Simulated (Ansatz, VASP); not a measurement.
**Co: VASP beside Ansatz**

File INCAR:

```
PREC = Accurate
ENCUT = 520
EDIFF = 1E-8
ISMEAR = -1
SIGMA = 0.05
LREAL = False
LASPH = True
NELM = 150
ALGO = Normal
ISIF = 2
LWAVE = False
LCHARG = False
ISPIN = 2
MAGMOM = 2 2
LORBIT = 11
LMAXMIX = 4
GGA = PE
LEFG = True
NBANDS = 20
```

Contents of KPOINTS:

```
regular mesh
0
Gamma
  19 19 10
```

Contents of POSCAR:

```
Co
1.0
    2.5273697045      0.0000000000      0.0000000000
   -1.2636848523      2.1887663689      0.0000000000
    0.0000000000      0.0000000000      4.1045914620
Co
2
Direct
    0.3333333333      0.6666666667      0.2500000000
    0.6666666667      0.3333333333      0.7500000000
```

Input for Ansatz:

```yaml
crystal:
  lattice:
    - [2.5273697045, 0.0, 0.0]
    - [-1.2636848523, 2.1887663689, 0.0]
    - [0.0, 0.0, 4.104591462]
  atoms:
    - { symbol: Co, position: [0.3333333333, 0.6666666667, 0.25], spin: 2.0 }
    - { symbol: Co, position: [0.6666666667, 0.3333333333, 0.75], spin: 2.0 }
magnetization:
  spin_polarized: true
kpoints:
  mp_grid: { grid: [19, 19, 10] }
scf:
  occupations: { method: fermi_dirac, width: 0.05 }
hamiltonian:
  xc: pbe
  pseudopotentials: { kind: all_electron, datasets: crystal }
output:
  forces: true
  stress: true
  eigenvalues: true
  efg: { contact_densities: true }
```

Change from the starting cell: volume scaled by 1.01, crystal datasets.

Alike in both runs: task electric field gradients; functional PBE; k mesh 19 × 19 × 10; occupations fermi-dirac, width 0.05 eV; collinear spin.

|  | VASP | Ansatz |
| --- | --- | --- |
| version | VASP 6.6.1 | Ansatz 0.2.0 |
| potentials or method | VASP PAW PBE potentials, release 64 (Co), cutoff 520 eV | all-electron PAW with datasets made for the crystal, scalar-relativistic |

VASP gave:

| Property | Result |
| --- | --- |
| pressure (GPa) | -8.9 |
| traceless stress, the component that is largest in VASP (GPa) | -0.88 |
| net moment per atom (μB) | 1.64 |
| size of the moment on the site where the two differ most (μB) | 1.67 |
| size of Vzz on the site where it differs most (V/Å²) | 1.8 |

**Question.** Which values does Ansatz return?

**Answer.** Pressure (GPa): -8.5; traceless stress, the component that is largest in VASP (GPa): -0.73; net moment per atom (μB): 1.65; size of the moment on the site where the two differ most (μB): 1.74; size of Vzz on the site where it differs most (V/Å²): 1.7.

Site moments also hang on the region over which each program counts them. Ansatz ran all-electron here, and VASP with PAW potentials.
